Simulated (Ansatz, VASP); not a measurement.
**Two plane-wave programs on SnO**

INCAR

```
ALGO = Normal
DIPOL = 0.5 0.5 0.399
EDIFF = 1E-6
ENCUT = 520
GGA = PE
IDIPOL = 3
ISIF = 2
ISMEAR = 0
IVDW = 12
LASPH = True
LCHARG = False
LDIPOL = True
LREAL = False
LWAVE = False
NBANDS = 50
NELM = 100
PREC = Accurate
SIGMA = 0.05
```

KPOINTS

```
k-points
0
Gamma
  7 7 1
```

File POSCAR:

```
SnO
1.0
    3.8201630918      0.0000000000      0.0000000000
    0.0000000000      3.8201630918      0.0000000000
    0.0000000000      0.0000000000     22.2260821141
Sn O
4 4
Direct
    0.7500000000      0.2500000000      0.2024648328
    0.2500000000      0.7500000000      0.3087832134
    0.2500000000      0.7500000000      0.4887519537
   -0.2500000000      1.2500000000      0.5950703343
    0.2500000000      0.2500000000      0.2556240231
    0.7500000000      0.7500000000      0.2556240231
   -0.2500000000      0.7500000000      0.5419111440
    0.2500000000      1.2500000000      0.5419111440
```

Input for Ansatz:

```yaml
crystal:
  lattice:
    - [3.8201630918, 0.0, 0.0]
    - [0.0, 3.8201630918, 0.0]
    - [0.0, 0.0, 22.2260821141]
  atoms:
    - { symbol: Sn, position: [0.75, 0.25, 0.2024648328] }
    - { symbol: O, position: [0.25, 0.25, 0.2556240231] }
    - { symbol: O, position: [0.75, 0.75, 0.2556240231] }
    - { symbol: Sn, position: [0.25, 0.75, 0.3087832134] }
    - { symbol: Sn, position: [0.25, 0.75, 0.4887519537] }
    - { symbol: O, position: [-0.25, 0.75, 0.541911144] }
    - { symbol: O, position: [0.25, 1.25, 0.541911144] }
    - { symbol: Sn, position: [-0.25, 1.25, 0.5950703343] }
basis:
  ecutwfc: 420
kpoints:
  mp_grid: { grid: [7, 7, 1] }
hamiltonian:
  xc: pbe
  pseudopotentials: { kind: paw, azcp: { folder: soft_1 } }
  dispersion: d3bj
scf:
  occupations: { method: gaussian, width: 0.05 }
output:
  forces: true
  eigenvalues: true
  write_density: true
  write_potential: true
  elf: true
  volumetric_format: npy
efield:
  axis: 3
  dipole_correction: true
  ramp_width: 0.04
```

Alike in both runs: task single point; functional PBE; dispersion D3(BJ); k mesh 7 × 7 × 1; occupations gaussian, width 0.05 eV; no spin polarisation.

|  | VASP | Ansatz |
| --- | --- | --- |
| version | VASP 6.6.1 | Ansatz 0.2.0 |
| potentials or method | VASP PAW PBE potentials, release 64 (Sn_d, O), cutoff 520 eV | scalar-relativistic, plane waves, PAW |
| valence electrons in the cell | 80 | 80 |

```csv
,VASP,Ansatz,Ansatz less VASP
gap on the k mesh at the Fermi level (eV),2.21,2.22,+0.007
least direct gap on the mesh (eV),2.46,2.47,+0.010
rms of the force components (eV/Å),0.035,0.053,+0.0184
```

Ansatz's warnings: xc potential rough in thin density.
